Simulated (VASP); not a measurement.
**Se: single point with PBEsol**

Crystal: Se.

```
CELL_PARAMETERS angstrom
3.87693 0.00000 0.00000
-1.93847 3.35752 0.00000
0.00000 0.00000 5.24438
ATOMIC_POSITIONS crystal
Se 0.25335 0.00000 0.16667
Se 0.00000 0.25335 0.83333
Se 0.74665 0.74665 0.50000
```

This cell differs from its parent crystal: biaxial strain in the a-b plane: -4.0 %.

```yaml
Program: VASP 6.6.1
Task: single point
Functional: PBEsol
Potentials_or_basis: VASP PAW PBE potentials, release 64 (Se)
Cutoff: 520 eV
k_mesh: 12 × 12 × 8
Occupations: gaussian, width 0.02 eV
Spin: no spin polarisation
Dipole_correction: no
Further_INCAR_settings: ALGO = Normal; EDIFF = 1e-06; NBANDS = 16
```

The pressure is 2.1 GPa, the largest force is 0.189 eV/Å and the band gap on the k mesh is 0.02 eV.

Forces on the atoms (eV/Å):
```
Se   0.189  0.000  0.000
Se  -0.094  0.164  0.000
Se  -0.094 -0.164  0.000
```

Stress tensor (GPa, compression positive):
```
2.51 0.00 0.00
0.00 2.51 0.00
0.00 0.00 1.16
```

Levels at points of the mesh, in eV from the valence-band top:
```
           k point  band 5  band 6  band 7  band 8  band 9  band 10  band 11  band 12  band 13  band 14
(0.00, 0.00, 0.00)   -3.31   -3.31   -1.84   -1.84   -0.56     1.32     1.32     2.28     6.11     6.11
(0.50, 0.00, 0.00)   -5.33   -4.16   -4.02   -1.48   -1.00     1.23     1.50     3.92     4.36     9.01
(0.00, 0.00, 0.50)   -3.00   -3.00   -1.50   -1.17   -1.17     0.77     1.00     1.00     5.08     6.99
(0.50, 0.00, 0.50)   -4.51   -4.38   -2.70   -2.30   -0.36     0.87     2.26     3.11     5.61     6.79
```

It took 3.2 min on 1 thread of Oxide Virtual Turin-like Processor (shared host), peak memory 0.22 GiB.

Caveat: the cell differs from its parent crystal (biaxial strain in the a-b plane: -4.0 %); semilocal functionals underestimate gaps, and a narrow one can read as zero; the PAW data sets were made with another functional, which shifts forces and pressure a little. A k mesh can miss the band edges.
